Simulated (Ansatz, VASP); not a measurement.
This is a calculation of Sr for Ansatz 0.2.0.

Contents of input.yaml:

```yaml
crystal:
  lattice:
    - [0.0, 3.1020190703, 3.1020190703]
    - [3.1020190703, 0.0, 3.1020190703]
    - [3.1020190703, 3.1020190703, 0.0]
  atoms:
    - { symbol: Sr, position: [0.0, 0.0, 0.0] }
kpoints:
  mp_grid: { grid: [8, 8, 8] }
scf:
  occupations: { method: fermi_dirac, width: 0.05 }
hamiltonian:
  xc: pbesol
  pseudopotentials: { kind: all_electron, lapw: { basis_error: 0.0005 } }
output:
  forces: true
  stress: true
  eigenvalues: true
```

Potentials or basis: all-electron LAPW, scalar-relativistic.

Command:

```sh
$ ansatz run input.yaml --threads 1 --pin off --max-ram 3072MiB --backend cpu --events-out ev --progress --plain --runs-dir out
```

**Question.** Set up the same calculation for VASP 6.6.1. Potentials there: VASP PAW PBE potentials, release 64 (Sr_sv).

**Answer.** As run (the cutoff follows the program's own potentials):

File INCAR:

```
PREC = Accurate
ENCUT = 520
EDIFF = 1E-6
ISMEAR = -1
SIGMA = 0.05
LREAL = False
LASPH = True
NELM = 100
ALGO = Normal
ISIF = 2
LWAVE = False
LCHARG = False
GGA = PS
NBANDS = 11
```

File KPOINTS:

```
Automatic mesh
0
Gamma
  8 8 8
```

The input POSCAR:

```
Sr
1.0
    0.0000000000      3.1020190703      3.1020190703
    3.1020190703      0.0000000000      3.1020190703
    3.1020190703      3.1020190703      0.0000000000
Sr
1
Direct
    0.0000000000      0.0000000000      0.0000000000
```

Potentials or basis: VASP PAW PBE potentials, release 64 (Sr_sv).

The run is started by

```console
$ cat potpaw_PBE.64/Sr_sv/POTCAR > POTCAR
$ mpirun -np 1 vasp_std > vasp.out
```

Both were run:

|  | VASP | Ansatz | Ansatz less VASP |
| --- | --- | --- | --- |
| gap on the k mesh at the Fermi level (eV) | none | none | - |
| pressure (GPa) | -1.4 | -1.4 | -0.01 |

VASP's potentials were made for PBE, not for PBEsol. A gap of «none» marks a metal or a gap that the smearing closes. Ansatz ran all-electron here, and VASP with PAW potentials.
